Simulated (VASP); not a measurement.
**Ti: single point with PBE**

The system is Ti.

```
CELL_PARAMETERS angstrom
0.00000 2.08351 2.08351
2.08351 0.00000 2.08351
2.08351 2.08351 0.00000
ATOMIC_POSITIONS crystal
Ti 0.87500 0.87500 0.87500
Ti 0.12500 0.12500 0.12500
```

```json
{
 "Program": "VASP 6.6.1",
 "Task": "single point",
 "Functional": "PBE",
 "Potentials or basis": "VASP PAW PBE potentials, release 64 (Ti_sv)",
 "Cutoff": "520 eV",
 "k mesh": "15 × 15 × 15",
 "Occupations": "fermi-dirac, width 0.08 eV",
 "Spin": "no spin polarisation"
}
```

```json
{
 "Pressure": "263.1 GPa",
 "Band gap on the k mesh": "zero (band 12 reaches 19.40 eV, above the bottom of band 13 at 15.95 eV)"
}
```

Levels at points of the mesh, in eV from the Fermi level:
| k point | band 9 | band 10 | band 11 | band 12 | band 13 | band 14 | band 15 | band 16 |
| --- | --- | --- | --- | --- | --- | --- | --- | --- |
| (0.00, 0.00, 0.00) | -6.54 | -3.98 | -3.98 | -0.39 | -0.39 | -0.39 | 4.74 | 4.74 |

Run time: 27 s on 1 thread of Intel(R) Xeon(R) Platinum 8488C (Sapphire Rapids) (shared host), peak memory 0.16 GiB.
